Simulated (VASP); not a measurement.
A run of VASP 6.6.1 is set up as follows.

The input INCAR:

```
PREC = Accurate ; ENCUT = 500
EDIFF = 1E-6 ; ISMEAR = 0
SIGMA = 0.01 ; LREAL = False
LASPH = True ; NELM = 120
ALGO = Normal ; ISIF = 2
LWAVE = False ; LCHARG = True
GGA = PE ; LVHAR = True
NBANDS = 56 ; GGA_COMPAT = False
KPAR = 4
```

The input KPOINTS:

```
Automatic mesh
0
Gamma
  6 6 6
```

The input POSCAR:

```
AlIn2As3
1.0
    3.6866721500     -6.3951418813      0.0006933234
    3.6866721500      6.3951418813      0.0006933234
   -2.4442074448      0.0000000000      6.9515929161
Al In As
2 4 6
Direct
    0.0798567443      0.9195172992      0.4992393742
    0.9195172992      0.0798567443      0.9992393742
    0.4156769945      0.5838101157      0.5002208310
    0.5838101157      0.4156769945      0.0002208310
    0.2461633347      0.7542960052      0.9999675820
    0.7542960052      0.2461633347      0.4999675820
    0.7269812926      0.5578340417      0.3833511451
    0.5578340417      0.7269812926      0.8833511451
    0.0403020743      0.1880736678      0.3598981329
    0.1880736678      0.0403020743      0.8598981329
    0.3582907228      0.8791977070      0.3823229349
    0.8791977070      0.3582907228      0.8823229349
```

Potentials or basis: VASP PAW PBE potentials, release 64 (Al, In_d, As).

Launch:

```sh
$ cat potpaw_PBE.64/Al/POTCAR potpaw_PBE.64/In_d/POTCAR potpaw_PBE.64/As/POTCAR > POTCAR
$ mpirun -np 4 vasp_std > vasp.out
```

Problem. Estimate the band gap on the k mesh.

Solution. 0.19 eV.

Problem. What does it give for the pressure?

Solution. 0.1 GPa.

Problem. What does it give for the largest force?

Solution. 0.004 eV/Å.

Forces on the atoms (eV/Å):
```
Al   0.000 -0.001 -0.004
Al   0.000  0.001 -0.004
In  -0.002  0.000  0.000
In  -0.002  0.000  0.000
In   0.000 -0.001  0.001
In   0.000  0.001  0.001
As   0.000  0.000  0.001
As   0.000  0.000  0.001
As   0.001  0.001  0.002
As   0.001 -0.001  0.002
As   0.001  0.001  0.000
As   0.001 -0.001  0.000
```

Caveat: semilocal functionals underestimate gaps, and a narrow one can read as zero; spin-orbit coupling is left out, which moves the levels of the heavy elements.
